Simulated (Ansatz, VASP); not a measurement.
## Two plane-wave programs on InB2As3

```
In B As
1.0
     4.81879    0.00000    0.00000
    -2.40939    4.17319    0.00000
     0.00000    0.00000    6.43630
In B As
1 2 3
Direct
  0.00000 0.00000 0.50000
  0.33333 0.66667 0.50000
  0.66667 0.33333 0.50000
  0.33333 0.66667 0.00000
  0.66667 0.33333 0.00000
  0.00000 0.00000 0.00000
```

Alike in both runs: task single point; functional PBE; k mesh 6 × 6 × 4; occupations gaussian, width 0.1 eV; no spin polarisation.

|  | VASP | Ansatz |
| --- | --- | --- |
| version | VASP 6.6.1 | Ansatz 0.2.0 |
| potentials or method | VASP PAW PBE potentials, release 64 (In_d, B, As), cutoff 520 eV | scalar-relativistic, plane waves, PAW |
| valence electrons in the cell | 34 | 64 |

VASP gave:

```
gap on the k mesh at the Fermi level (eV)                     : none
pressure (GPa)                                                : -8.0
traceless stress, the component that is largest in VASP (GPa) : -3.83
```

Q: Estimate Ansatz's values.

A: gap on the k mesh at the Fermi level (eV): none; pressure (GPa): -8.0; traceless stress, the component that is largest in VASP (GPa): -3.80.

A gap of «none» marks a metal or a gap that the smearing closes. VASP's potentials hold 34 valence electrons a cell and Ansatz's 64, so a difference there can come from the potentials and not from the codes.
